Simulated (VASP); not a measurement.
Input of a VASP 6.6.1 run:

The input INCAR:

```
PREC = Accurate ; ENCUT = 520
EDIFF = 1E-6 ; ISMEAR = 0
SIGMA = 0.1 ; LREAL = F
LASPH = T ; NELM = 60
ALGO = Normal ; ISIF = 2
LWAVE = F ; LCHARG = F
NBANDS = 22
```

File KPOINTS:

```
regular mesh
0
Gamma
  3 3 2
```

The input POSCAR:

```
Rh
1.0
    2.7309800000      0.0000000000      0.0000000000
   -1.3654900000      2.3651000000      0.0000000000
    0.0000000000      0.0000000000      4.4284900000
Rh
2
Direct
    0.6666666667      0.3333333333      0.7500000000
    0.3333333333      0.6666666667      0.2500000000
```

Potentials or basis: VASP PAW LDA potentials, release 64 (Rh_pv).

Command:

```sh
$ cat potpaw_LDA.64/Rh_pv/POTCAR > POTCAR
$ mpirun -np 1 vasp_std > vasp.out
```

Q: Estimate the band gap on the k mesh.

A: Zero (band 15 reaches 11.21 eV, above the bottom of band 16 at 10.62 eV).

Q: Predict the pressure.

A: -9.3 GPa.

Stress tensor (GPa, compression positive):
```
  6.24   0.00   0.00
  0.00   6.24   0.00
  0.00   0.00 -40.42
```

Caveat: the k points lie up to 0.89 Å⁻¹ apart.
